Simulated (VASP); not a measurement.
Set up this calculation in VASP 6.6.1, as the native input.

- Task: single point
- Functional: r2SCAN
- Potentials or basis: VASP PAW PBE potentials, release 64 (Sn_d)
- Cutoff: 550 eV
- k mesh: 9 × 9 × 9
- Occupations: gaussian, width 0.1 eV
- Spin: no spin polarisation
- Dipole correction: no
- Further INCAR settings: ALGO = Normal; EDIFF = 1e-06; NBANDS = 13

Sn:

```xyz
1
Lattice="-1.8946 1.8946 1.8946 1.8946 -1.8946 1.8946 1.8946 1.8946 -1.8946" Properties=species:S:1:pos:R:3 pbc="T T T"
Sn    0.0000    0.0000    0.0000
```

These files were run (other wordings do the same):

POSCAR

```
Sn
1.0
   -1.8946500000      1.8946500000      1.8946500000
    1.8946500000     -1.8946500000      1.8946500000
    1.8946500000      1.8946500000     -1.8946500000
Sn
1
Direct
    0.0000000000      0.0000000000      0.0000000000
```

INCAR.step1

```
PREC = Accurate
ENCUT = 550
ISMEAR = 0
SIGMA = 0.1
LREAL = F
LASPH = T
NELM = 120
NBANDS = 13
GGA = PE
ALGO = Normal
EDIFF = 1E-5
LWAVE = T
LCHARG = F
GGA_COMPAT = F
```

INCAR.step2

```
PREC = Accurate
ENCUT = 550
EDIFF = 1E-6
ISMEAR = 0
SIGMA = 0.1
LREAL = F
LASPH = T
NELM = 120
ALGO = Normal
ISIF = 2
LWAVE = F
LCHARG = F
METAGGA = R2SCAN
LMIXTAU = T
NBANDS = 13
ISTART = 1
GGA_COMPAT = F
```

KPOINTS

```
Automatic mesh
0
Gamma
  9 9 9
```

Potentials or basis: VASP PAW PBE potentials, release 64 (Sn_d).

Run with:

```bash
$ cat potpaw_PBE.64/Sn_d/POTCAR > POTCAR
$ cp INCAR.step1 INCAR
$ mpirun -np 1 vasp_std > vasp.out
$ cp INCAR.step2 INCAR
$ mpirun -np 1 vasp_std > vasp.out
```

It gave:

The pressure is -0.9 GPa. The band gap on the k mesh is zero (band 7 reaches 16.45 eV, above the bottom of band 8 at 5.40 eV).

Caveat: the PAW data sets were made with another functional, which shifts forces and pressure a little; spin-orbit coupling is left out, which moves the levels of the heavy elements.

Run time: 95 s on 1 thread of Intel Xeon 8259CL, on a shared host, peak memory 0.17 GiB.
